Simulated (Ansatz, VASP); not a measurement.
**LaC: VASP beside Ansatz**

```
CELL_PARAMETERS angstrom
3.76155 0.00000 0.00000
-1.88077 3.25759 0.00000
0.00000 0.00000 3.21206
ATOMIC_POSITIONS crystal
La 0.00000 0.00000 0.00000
C 0.66667 0.33333 0.50000
```

Alike in both runs: task single point; functional r2SCAN; k mesh 10 × 10 × 10; occupations gaussian, width 0.05 eV; no spin polarisation.

|  | VASP | Ansatz |
| --- | --- | --- |
| version | VASP 6.6.1 | Ansatz 0.2.0 |
| potentials or method | VASP PAW PBE potentials, release 64 (La, C), cutoff 520 eV | scalar-relativistic, plane waves, PAW |
| valence electrons in the cell | 15 | 15 |

```tsv
	VASP	Ansatz	Ansatz less VASP
gap on the k mesh at the Fermi level (eV)	none	none	-
pressure (GPa)	0.0	0.1	+0.14
traceless stress, the component that is largest in VASP (GPa)	-0.53	-0.43	+0.099
```

VASP's potentials were made for PBE, not for r2SCAN. A gap of «none» marks a metal or a gap that the smearing closes.

Spin-orbit coupling is off throughout.
